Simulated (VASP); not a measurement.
Input of a VASP 6.6.1 run:

INCAR

```
PREC = Accurate
ENCUT = 520
EDIFF = 1E-7
ISMEAR = -1
SIGMA = 0.1
LREAL = False
LASPH = True
NELM = 100
ALGO = Normal
ISIF = 2
LWAVE = False
LCHARG = False
NBANDS = 18
```

KPOINTS

```
Automatic mesh
0
Gamma
  10 10 10
```

File POSCAR:

```
Au
1.0
    0.0000000000      3.0538320541      3.0538320541
    3.0538320541      0.0000000000      3.0538320541
    3.0538320541      3.0538320541      0.0000000000
Au
2
Direct
    0.1250000000      0.1250000000      0.1250000000
    0.8750000000      0.8750000000      0.8750000000
```

Potentials or basis: VASP PAW LDA potentials, release 64 (Au).

The run is started by

```sh
$ cat potpaw_LDA.64/Au/POTCAR > POTCAR
$ mpirun -np 1 vasp_std > vasp.out
```

What does it give for the pressure?

-4.8 GPa.

Estimate the band gap on the k mesh.

zero (bands 11 and 12 overlap by 0.63 eV).

Caveat: the cell stands under tension; spin-orbit coupling is left out, which moves the levels of the heavy elements.
